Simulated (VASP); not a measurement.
# Cu2P (Pmmm) in VASP: single point with PBE

Aim: the single point of Cu2P with PBE.

All numbers are computed with VASP 6.6.1; they aren't measurements. Logs are shortened: lines on timing, memory, paths and dates and some standing lists are left out, and cuts for length are marked.

## 1. The cell of the first run

Symmetry: Pmmm, No. 47, orthorhombic system. The conventional cell has a = 2.510 Å, b = 2.549 Å, c = 6.495 Å, α = 90.00°, β = 90.00°, γ = 90.00°. Within 3.1 Å of Cu (site symmetry mm2) lie 5 Cu at 2.36 to 2.55 Å and 2 P at 2.42 Å. Within 3.2 Å of P (site symmetry mmm) lie 4 Cu at 2.42 Å and 4 P at 2.51 to 2.55 Å.

## 2. Single point, PBE

File INCAR:

```
SYSTEM = Cu2P
  ALGO = Normal
  EDIFF = 1E-7
  ENCUT = 520
  GGA = PE
  ISIF = 2
  ISMEAR = 0
  LASPH = .TRUE.
  LCHARG = .FALSE.
  LREAL = .FALSE.
  LWAVE = .FALSE.
  NBANDS = 20
  NELM = 100
  PREC = Accurate
  SIGMA = 0.1
```

File KPOINTS:

```
k-points
0
G
  16 16 8
  0 0 0
```

File POSCAR:

```
Cu2P
1.0
    2.5098537504      0.0000000000      0.0000000000
    0.0000000000      2.5492255700      0.0000000000
    0.0000000000      0.0000000000      6.4950853736
Cu P
2 1
Direct
    0.0000000000      0.0000000000      0.6814111960
    0.0000000000      0.0000000000      0.3185888040
    0.5000000000      0.0000000000      0.0000000000
```

Potentials or basis: VASP PAW PBE potentials, release 64 (Cu, P).

The run is started by

```sh
$ cat potpaw_PBE.64/Cu/POTCAR potpaw_PBE.64/P/POTCAR > POTCAR
$ mpirun -np 1 vasp_std > vasp.out
```

OUTCAR:

```text
SYSTEM = Cu2P
   EDIFF = 1E-7
   ENCUT = 520
   GGA = PE
   ISIF = 2
   ISMEAR = 0
   LASPH = .TRUE.
   LREAL = .FALSE.
   NELM = 100
   PREC = Accurate

 ion  position               nearest neighbor table
   1  0.000  0.000  0.681-   2 2.36   3 2.42   3 2.42
   2  0.000  0.000  0.319-   1 2.36   3 2.42   3 2.42
   3  0.500  0.000  0.000-   1 2.42   2 2.42   1 2.42   2 2.42

  LATTYP: Found a simple orthorhombic cell.
 ALAT       =     2.5098537504
 B/A-ratio  =     1.0156868979
 C/A-ratio  =     2.5878342005

  Lattice vectors:

 A1 = (   2.5098537504,   0.0000000000,   0.0000000000)
 A2 = (   0.0000000000,   2.5492255700,   0.0000000000)
 A3 = (   0.0000000000,   0.0000000000,   6.4950853736)

Analysis of symmetry for initial positions (statically):
=====================================================================
 Subroutine PRICEL returns:
 Original cell was already a primitive cell.

 Routine SETGRP: Setting up the symmetry group for a
 simple orthorhombic supercell.

 Subroutine GETGRP returns: Found  8 space group operations
 (whereof  8 operations were pure point group operations)
 out of a pool of  8 trial point group operations.

The static configuration has the point symmetry D_2h.

Analysis of symmetry for dynamics (positions and initial velocities):
=====================================================================
 Subroutine PRICEL returns:
 Original cell was already a primitive cell.

 Routine SETGRP: Setting up the symmetry group for a
 simple orthorhombic supercell.

 Subroutine GETGRP returns: Found  8 space group operations
 (whereof  8 operations were pure point group operations)
 out of a pool of  8 trial point group operations.

The dynamic configuration has the point symmetry D_2h.

 Subroutine INISYM returns: Found  8 space group operations
 (whereof  8 operations are pure point group operations),
 and found     1 'primitive' translations

----------------------------------------------------------------------------------------

                                     Primitive cell

  volume of cell :      41.5567

  direct lattice vectors                    reciprocal lattice vectors
     2.509853750  0.000000000  0.000000000     0.398429590  0.000000000  0.000000000
     0.000000000  2.549225570  0.000000000     0.000000000  0.392275996  0.000000000
     0.000000000  0.000000000  6.495085374     0.000000000  0.000000000  0.153962564

  length of vectors
     2.509853750  2.549225570  6.495085374     0.398429590  0.392275996  0.153962564

  position of ions in fractional coordinates (direct lattice)
     0.000000000  0.000000000  0.681411196
     0.000000000  0.000000000  0.318588804
     0.500000000  0.000000000  0.000000000

  ion indices of the primitive-cell ions
   primitive index   ion index
                 1           1
                 2           2
                 3           3

----------------------------------------------------------------------------------------

 KPOINTS: k-points

Automatic generation of k-mesh.
 Grid dimensions read from file:
 generate k-points for:   16   16    8

 Generating k-lattice:

  Cartesian coordinates                     Fractional coordinates (reciprocal lattice)
     0.024901849  0.000000000  0.000000000     0.062500000  0.000000000  0.000000000
     0.000000000  0.024517250  0.000000000     0.000000000  0.062500000  0.000000000
     0.000000000  0.000000000  0.019245321     0.000000000  0.000000000  0.125000000

  Length of vectors
     0.024901849  0.024517250  0.019245321

  Shift w.r.t. Gamma in fractional coordinates (k-lattice)
     0.000000000  0.000000000  0.000000000

 Subroutine IBZKPT returns following result:
 ===========================================

 Found    405 irreducible k-points:

 Following reciprocal coordinates:
            Coordinates               Weight
  0.000000  0.000000  0.000000      1.000000
  0.062500  0.000000  0.000000      2.000000
  0.125000  0.000000  0.000000      2.000000
  0.187500  0.000000  0.000000      2.000000
  0.250000  0.000000  0.000000      2.000000
  0.312500  0.000000  0.000000      2.000000
[... 16 lines left out ...]
  0.250000  0.125000  0.000000      4.000000
  0.312500  0.125000  0.000000      4.000000
 [... further k-points ...]
   k-points           NKPTS =    405   k-points in BZ     NKDIM =    405   number of bands    NBANDS=     20
   number of dos      NEDOS =    301   number of ions     NIONS =      3
   total plane-waves  NPLWV =  19200
   dimension x,y,z NGX =    20 NGY =   20 NGZ =   48
   dimension x,y,z NGXF=    40 NGYF=   40 NGZF=   96
   ions per type =               2   1
   NGX,Y,Z   is equivalent  to a cutoff of  13.25, 13.04, 12.29 a.u.
   NGXF,Y,Z  is equivalent  to a cutoff of  26.49, 26.09, 24.57 a.u.
 SYSTEM =  Cu2P
   PREC   = accura    normal or accurate (medium, high low for compatibility)
   ISTART =      0    job   : 0-new  1-cont  2-samecut
   ICHARG =      2    charge: 1-file 2-atom 10-const
   ISPIN  =      1    spin polarized calculation?
   LNONCOLLINEAR =      F non collinear calculations
   LSORBIT =      F    spin-orbit coupling
   LASPH  =      T    aspherical Exc in radial PAW
   ENCUT  =  520.0 eV  38.22 Ry    6.18 a.u.   4.67  4.74 12.08*2*pi/ulx,y,z
   NELM   =    100;   NELMIN=  2; NELMDL= -5     # of ELM steps
   EDIFF  = 0.1E-06   stopping-criterion for ELM
   LREAL  =      F    real-space projection
   EDIFFG = 0.1E-05   stopping-criterion for IOM
   NSW    =      0    number of steps for IOM
   IBRION =     -1    ionic relax: 0-MD 1-quasi-New 2-CG
   NFREE  =      0    steps in history (QN), initial steepest desc. (CG)
   ISIF   =      2    stress and relaxation
   ISYM   =      2    0-nonsym 1-usesym 2-fastsym
   POTIM  = 0.5000    time-step for ionic-motion
   TEBEG  =    0.0;   TEEND  =   0.0 temperature during run
   PSTRESS=    0.0 pullay stress
   NELECT =      27.0000    total number of electrons
   NUPDOWN=      -1.0000    fix difference up-down
   EMIN   =  10.00;   EMAX   =-10.00  energy-range for DOS
   EFERMI =   0.00;   METHOD = LEGACY
   ISMEAR =     0;   SIGMA  =   0.10  broadening in eV -4-tet -1-fermi 0-gaus
   EFERMI_NEDOS =   21; number of points for ismear=-14 and -15
   IALGO  =     38    algorithm
   IMIX   =      4    mixing-type and parameters
     AMIX     =   0.40;   BMIX     =  1.00
     AMIX_MAG =   1.60;   BMIX_MAG =  1.00
  volume/ion in A,a.u.               =      13.85        93.48
  Fermi-wavevector in a.u.,A,eV,Ry     =   1.417911  2.679463 27.354118  2.010471
  Thomas-Fermi vector in A             =   2.539091
   LORBIT       =      0    0 simple, 1 ext, 2 COOP (PROOUT), +10 PAW based schemes
   GGA     = PE    functional components
   LHFCALC =     F    Hartree Fock is set to
   AEXX    =    0.0000 exact exchange contribution
   IVDW    =     0    specifies the selected vdW correction
   LEPSILON=     F    determine dielectric tensor
   LRPA    =     F    only Hartree local field effects (RPA)
 non-spin polarized calculation
 Gauss-broadening in eV      SIGMA  =   0.10
  energy-cutoff  :      520.00
  volume of cell :       41.56
 maximum number of plane-waves:      1152
 NGX is ok and might be reduce to    20
   NGX =  9   NGY =  9   NGZ = 25

 number of electron      26.9999988 magnetization

 Free energy of the ion-electron system (eV)
  ---------------------------------------------------
  ext. energy  EPLUGINS =         0.00000000
  ---------------------------------------------------
  free energy    TOTEN  =       -11.98026314 eV

  energy without entropy =      -11.97567562  energy(sigma->0) =      -11.97796938

 E-fermi :   7.4482     XC(G=0): -11.6834

 val. band max:        7.4459971018   @ k =   0.1250   0.1875   0.5000
 cond. band min:       7.4525718803   @ k =   0.4375   0.3125   0.3750
 fundamental gap:      0.0065747786
 Fermi energy:         7.4481811786

 k-point     1 :       0.0000    0.0000    0.0000
  band No.  band energies     occupation
      1      -7.2588      2.00000
      2      -0.1998      2.00000
      3       1.1105      2.00000
      4       3.4606      2.00000
      5       3.6336      2.00000
      6       3.6612      2.00000
[... 12 lines left out ...]
     19      19.2108      0.00000
     20      21.9760      0.00000

 k-point     2 :       0.0625    0.0000    0.0000
  band No.  band energies     occupation
      1      -7.1741      2.00000
      2      -0.1194      2.00000
      3       1.2025      2.00000
      4       3.4818      2.00000
      5       3.6302      2.00000
      6       3.6724      2.00000
[... 12 lines left out ...]
     19      19.6990      0.00000
     20      20.8971      0.00000

 k-point     3 :       0.1250    0.0000    0.0000
  band No.  band energies     occupation
      1      -6.9207      2.00000
      2       0.1167      2.00000
      3       1.4706      2.00000
      4       3.5186      2.00000
      5       3.6329      2.00000
      6       3.7037      2.00000
[... 12 lines left out ...]
     19      18.7308      0.00000
     20      20.6941      0.00000

 k-point     4 :       0.1875    0.0000    0.0000
  band No.  band energies     occupation
      1      -6.5017      2.00000
      2       0.4919      2.00000
      3       1.8824      2.00000
      4       3.4480      2.00000
      5       3.7187      2.00000
      6       3.7492      2.00000
[... 12 lines left out ...]
     19      17.3073      0.00000
     20      18.6538      0.00000

 k-point     5 :       0.2500    0.0000    0.0000
  band No.  band energies     occupation
      1      -5.9233      2.00000
      2       0.9731      2.00000
      3       2.3254      2.00000
      4       3.2189      2.00000
      5       3.8008      2.00000
      6       3.8576      2.00000
[... 12 lines left out ...]
     19      16.2422      0.00000
     20      18.2505      0.00000

 k-point     6 :       0.3125    0.0000    0.0000
  band No.  band energies     occupation
      1      -5.1978      2.00000
      2       1.5014      2.00000
      3       2.1811      2.00000
      4       3.1438      2.00000
      5       3.8497      2.00000
      6       3.9240      2.00000
[... 12 lines left out ...]
     19      15.1365      0.00000
     20      18.7346      0.00000

 k-point     7 :       0.3750    0.0000    0.0000
  band No.  band energies     occupation
      1      -4.3541      2.00000
      2       1.1560      2.00000
      3       1.9855      2.00000
      4       3.3813      2.00000
      5       3.8264      2.00000
      6       3.8895      2.00000
[... 12 lines left out ...]
     19      15.6248      0.00000
     20      19.1138      0.00000
[... 277 lines left out ...]
 k-point    20 :       0.0625    0.1250    0.0000
  band No.  band energies     occupation
      1      -6.8584      2.00000
      2       0.1824      2.00000
      3       1.5407      2.00000
      4       3.5338      2.00000
      5       3.6727      2.00000
      6       3.8523      2.00000
[... 12 lines left out ...]
     19      18.8243      0.00000
     20      20.0027      0.00000

 k-point    21 :       0.1250    0.1250    0.0000
  band No.  band energies     occupation
      1      -6.6055      2.00000
      2       0.4132      2.00000
      3       1.8032      2.00000
      4       3.5480      2.00000
      5       3.7162      2.00000
      6       3.9006      2.00000
[... 12 lines left out ...]
     19      19.4250      0.00000
     20      19.4339      0.00000

 k-point    22 :       0.1875    0.1250    0.0000
  band No.  band energies     occupation
      1      -6.1875      2.00000
      2       0.7777      2.00000
      3       2.2000      2.00000
      4       3.4895      2.00000
      5       3.8225      2.00000
      6       3.9504      2.00000
[... 12 lines left out ...]
     19      18.6260      0.00000
     20      19.5569      0.00000

 k-point    23 :       0.2500    0.1250    0.0000
  band No.  band energies     occupation
      1      -5.6104      2.00000
      2       1.2395      2.00000
      3       2.6001      2.00000
      4       3.3121      2.00000
      5       3.9669      2.00000
      6       4.0080      2.00000
[... 12 lines left out ...]
     19      16.6242      0.00000
     20      20.0752      0.00000

 k-point    24 :       0.3125    0.1250    0.0000
  band No.  band energies     occupation
      1      -4.8866      2.00000
      2       1.7359      2.00000
      3       2.3814      2.00000
      4       3.3192      2.00000
      5       4.0357      2.00000
      6       4.0679      2.00000
[... 12 lines left out ...]
     19      15.4037      0.00000
     20      20.4220      0.00000

 [... further k-points ...]

------------------------ aborting loop because EDIFF is reached ----------------------------------------

  FORCE on cell =-STRESS in cart. coord.  units (eV):
  Direction    XX          YY          ZZ          XY          YZ          ZX
  --------------------------------------------------------------------------------------
  -------------------------------------------------------------------------------------
  Total        0.0706158      0.0518785      0.1300114      0.0000000      0.0000000      0.0000000
  in kB        2.7225189      2.0001221      5.0124560      0.0000000      0.0000000      0.0000000
  external PRESSURE =       3.2450323 kB  Pullay stress =       0.0000000 kB

 VOLUME and BASIS-vectors are now :
 -----------------------------------------------------------------------------
  energy-cutoff  :      520.00
  volume of cell :       41.56
      direct lattice vectors                 reciprocal lattice vectors
     2.509853750  0.000000000  0.000000000     0.398429590  0.000000000  0.000000000
     0.000000000  2.549225570  0.000000000     0.000000000  0.392275996  0.000000000
     0.000000000  0.000000000  6.495085374     0.000000000  0.000000000  0.153962564

 POSITION                                       TOTAL-FORCE (eV/Angst)
 -----------------------------------------------------------------------------------
      0.00000      0.00000      4.42582        -0.000000      0.000000     -0.005349
      0.00000      0.00000      2.06926         0.000000      0.000000      0.005349
      1.25493      0.00000      0.00000         0.000000      0.000000      0.000000
 -----------------------------------------------------------------------------------
    total drift:                                0.000000      0.000000      0.000000

  FREE ENERGIE OF THE ION-ELECTRON SYSTEM (eV)
  ---------------------------------------------------
  free  energy   TOTEN  =       -11.9802631416 eV

  energy  without entropy=      -11.9756756184  energy(sigma->0) =      -11.97796938
```

Run time: 3.4 min. Hardware: 1 thread of Intel Xeon Platinum 8375C at 2.90GHz (Ice Lake), shared host; peak memory 0.4 GiB.

What came out:

```
Free energy   : -11.9803 eV
Pressure      : 0.3 GPa
Largest force : 0.005 eV/Å
```

Forces in eV/Å, atoms in the order of the input:
```
Cu   0.000  0.000 -0.005
Cu   0.000  0.000  0.005
P    0.000  0.000  0.000
```

Stress tensor (GPa, compression positive):
```
0.27 0.00 0.00
0.00 0.20 0.00
0.00 0.00 0.50
```
